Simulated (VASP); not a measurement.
A run of VASP 6.6.1 is set up as follows.

Contents of POSCAR:

```
GaN
1.0
    0.0000000000      2.2489525411      2.2939315919
    2.2489525411      0.0000000000      2.2939315919
    2.2489525411      2.2489525411      0.0000000000
Ga N
1 1
Direct
    0.0000000000      0.0000000000      0.0000000000
    0.2500000000      0.2500000000      0.2500000000
```

Contents of INCAR.step1:

```
  PREC = Accurate
  ENCUT = 520
  ISMEAR = 0
  SIGMA = 0.01
  LREAL = F
  LASPH = T
  NELM = 150
  MAGMOM = 0 0 0 0 0 0
  LSORBIT = T
  GGA_COMPAT = F
  NBANDS = 30
  GGA = PE
  ALGO = Normal
  EDIFF = 1E-4
  LWAVE = T
  LCHARG = F
```

INCAR.step2

```
  PREC = Accurate
  ENCUT = 520
  EDIFF = 1E-6
  ISMEAR = 0
  SIGMA = 0.01
  LREAL = F
  LASPH = T
  NELM = 150
  ALGO = Normal
  ISIF = 2
  LWAVE = F
  LCHARG = F
  MAGMOM = 0 0 0 0 0 0
  LORBIT = 11
  LSORBIT = T
  GGA_COMPAT = F
  LORBMOM = T
  METAGGA = R2SCAN
  LMIXTAU = T
  NBANDS = 30
  ISTART = 1
```

KPOINTS

```
regular mesh
0
Gamma
  10 10 10
```

Potentials or basis: VASP PAW PBE potentials, release 64 (Ga_d, N).

Run with:

```bash
$ cat potpaw_PBE.64/Ga_d/POTCAR potpaw_PBE.64/N/POTCAR > POTCAR
$ cp INCAR.step1 INCAR
$ mpirun -np 1 vasp_ncl > vasp.out
$ cp INCAR.step2 INCAR
$ mpirun -np 1 vasp_ncl > vasp.out
```

Q: Predict the net moment.

A: 0.00 μB per cell.

Q: Estimate the pressure.

A: -2.7 GPa.

Stress tensor (GPa, compression positive):
```
-1.81  0.00  0.00
 0.00 -1.81  0.00
 0.00  0.00 -4.46
```

Caveat: the cell differs from its parent crystal (uniaxial z strain +2.0%); the structure was generated, so it needn't be the stable form of GaN; the PAW data sets were made with another functional, which shifts forces and pressure a little.
